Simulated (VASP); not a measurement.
# Ta: single point with PBEsol

Ta:

```
Ta
1.0
    -1.79036    1.79036    1.54186
     1.79036   -1.79036    1.54186
     1.79036    1.79036   -1.54186
Ta
1
Direct
  0.00000 0.00000 0.00000
```

```yaml
Program: VASP 6.6.1
Task: single point
Functional: PBEsol
Potentials_or_basis: VASP PAW PBE potentials, release 64 (Ta_pv)
Cutoff: 520 eV
k_mesh: 22 × 22 × 22
Occupations: gaussian, width 0.15 eV
Spin: no spin polarisation
Dipole_correction: no
Further_INCAR_settings: ALGO = Fast; EDIFF = 1e-06; NBANDS = 12
```

```yaml
Pressure: -17.2 GPa
Band_gap_on_the_k_mesh: zero (an odd number of electrons rules out a gap without spin polarisation)
```

Stress tensor (GPa, compression positive):
```
-19.39   0.00   0.00
  0.00 -19.39   0.00
  0.00   0.00 -12.69
```

Levels at points of the mesh, in eV from the Fermi level:
```tsv
k point	band 1	band 2	band 3	band 4	band 5	band 6	band 7	band 8	band 9	band 10
(0.00, 0.00, 0.00)	-33.51	-33.51	-33.47	-7.67	-0.42	1.41	1.41	2.13	4.54	13.78
(0.50, 0.00, 0.00)	-34.37	-33.80	-33.58	-4.02	-1.89	1.56	3.27	5.63	6.66	10.44
(0.50, 0.50, 0.00)	-34.37	-33.67	-33.47	-4.25	-0.03	0.52	1.86	3.58	6.58	9.63
(0.50, 0.50, 0.50)	-34.18	-34.18	-33.90	-3.55	-3.28	5.90	5.90	6.40	6.55	6.55
```

It took 6.9 min on 1 thread of AMD EPYC 7R43 64-Core Processor (Zen 3) (shared host), peak memory 0.26 GiB.

Caveat: the cell stands under tension; the PAW data sets were made with another functional, which shifts forces and pressure a little; spin-orbit coupling is left out, which moves the levels of the heavy elements.
